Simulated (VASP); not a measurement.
Here is a VASP 6.6.1 calculation.

File INCAR:

```
SYSTEM = Zr5Pt3
  PREC = Accurate
  ENCUT = 520
  EDIFF = 1E-6
  ISMEAR = 0
  SIGMA = 0.1
  LREAL = Auto
  LASPH = .TRUE.
  NELM = 80
  ALGO = Fast
  ISIF = 2
  LWAVE = .FALSE.
  LCHARG = .TRUE.
  GGA = PE
  LELF = .TRUE.
  LVHAR = .TRUE.
  NBANDS = 104
```

KPOINTS

```
regular mesh
0
G
  3 3 4
  0 0 0
```

POSCAR

```
Zr5Pt3
1.0
    8.1820000000      0.0000000000      0.0000000000
   -4.0910000000      7.0858198500      0.0000000000
    0.0000000000      0.0000000000      5.3840000000
Zr Pt
10 6
Direct
    0.3333333300      0.6666666700      0.5000000000
    0.6666666700      0.3333333300      0.5000000000
    0.6666666700      0.3333333300      0.0000000000
    0.3333333300      0.6666666700      0.0000000000
    0.7570008700      0.0000000000      0.2500000000
    0.0000000000      0.7570008700      0.2500000000
    0.2429991300      0.2429991300      0.2500000000
    0.2429991300      0.0000000000      0.7500000000
    0.0000000000      0.2429991300      0.7500000000
    0.7570008700      0.7570008700      0.7500000000
    0.3973749700      0.0000000000      0.2500000000
    0.0000000000      0.3973749700      0.2500000000
    0.6026250300      0.6026250300      0.2500000000
    0.6026250300      0.0000000000      0.7500000000
    0.0000000000      0.6026250300      0.7500000000
    0.3973749700      0.3973749700      0.7500000000
```

Potentials or basis: VASP PAW PBE potentials, release 64 (Zr_sv, Pt).

Command:

```bash
$ cat potpaw_PBE.64/Zr_sv/POTCAR potpaw_PBE.64/Pt/POTCAR > POTCAR
$ mpirun -np 1 vasp_std > vasp.out
```

Question: Estimate the largest force.

Answer: 0.121 eV/Å.

Question: What does it give for the band gap on the k mesh?

Answer: Zero (bands 90 and 91 overlap by 0.48 eV).

Question: Predict the pressure.

Answer: 4.2 GPa.

Forces in eV/Å, atoms in the order of the input:
```
Zr   0.000  0.000  0.000
Zr   0.000  0.000  0.000
Zr   0.000  0.000  0.000
Zr   0.000  0.000  0.000
Zr  -0.121  0.000  0.000
Zr   0.061 -0.105  0.000
Zr   0.061  0.105  0.000
Zr   0.121  0.000  0.000
Zr  -0.061  0.105  0.000
Zr  -0.061 -0.105  0.000
Pt  -0.085  0.000  0.000
Pt   0.042 -0.073  0.000
Pt   0.042  0.073  0.000
Pt   0.085  0.000  0.000
Pt  -0.042  0.073  0.000
Pt  -0.042 -0.073  0.000
```

Caveat: the cell stands under pressure; spin-orbit coupling is left out, which moves the levels of the heavy elements.
